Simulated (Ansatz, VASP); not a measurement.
## Two plane-wave programs on BaHfO3

```
CELL_PARAMETERS angstrom
4.15812 0.00000 0.00000
0.00000 4.15812 0.00000
0.00000 0.00000 4.15812
ATOMIC_POSITIONS crystal
Ba 0.00000 0.00000 0.00000
Hf 0.50000 0.50000 0.50000
O 0.50000 0.50000 0.00000
O 0.00000 0.50000 0.50000
O 0.50000 0.00000 0.50000
```

Alike in both runs: functional PBEsol; k mesh 6 × 6 × 6; occupations gaussian, width 0.02 eV; no spin polarisation.

Ansatz relaxed the structure, and its values are those at the end. VASP's run is a single point on that final structure, the one shown.

|  | VASP | Ansatz |
| --- | --- | --- |
| version | VASP 6.6.1 | Ansatz 0.2.0 |
| potentials or method | VASP PAW PBE potentials, release 64 (Ba_sv, Hf_pv, O), cutoff 600 eV | scalar-relativistic, plane waves, PAW |
| valence electrons in the cell | 38 | 54 |

Ansatz gave:

- gap on the k mesh at the Fermi level (eV): 3.59
- least direct gap on the mesh (eV): 3.67
- pressure (GPa): 0.0

Problem. What did VASP give for the same quantities?

Solution. gap on the k mesh at the Fermi level (eV): 3.50; least direct gap on the mesh (eV): 3.70; pressure (GPa): -0.6.

VASP's potentials were made for PBE, not for PBEsol, and Ansatz warns of the same on its side. VASP's potentials hold 38 valence electrons a cell and Ansatz's 54, so a difference there can come from the potentials and not from the codes.

Neither program's run includes spin-orbit coupling.
